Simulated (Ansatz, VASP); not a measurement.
**Two plane-wave programs on Hf**

```
Hf
1.0
     3.20732    0.00000    0.00000
    -1.60366    2.77762    0.00000
     0.00000    0.00000    5.07460
Hf
2
Direct
  0.33333 0.66667 0.25000
  0.66667 0.33333 0.75000
```

Alike in both runs: task single point; functional PBEsol; k mesh 12 × 12 × 7; no spin polarisation.

|  | VASP | Ansatz |
| --- | --- | --- |
| version | VASP 6.6.1 | Ansatz 0.2.0 |
| potentials or method | VASP PAW PBE potentials, release 64 (Hf_pv), cutoff 500 eV | plane waves, PAW |
| occupations | methfessel-paxton of order 1, width 0.15 eV | cold, width 0.15 eV |
| valence electrons in the cell | 20 | 52 |

|  | VASP | Ansatz | Ansatz less VASP |
| --- | --- | --- | --- |
| pressure (GPa) | -5.1 | -4.7 | +0.38 |
| traceless stress, the component that is largest in VASP (GPa) | -0.18 | -0.11 | +0.072 |

VASP's potentials were made for PBE, not for PBEsol. VASP's potentials hold 20 valence electrons a cell and Ansatz's 52, so a difference there can come from the potentials and not from the codes.

Spin-orbit coupling is off throughout.
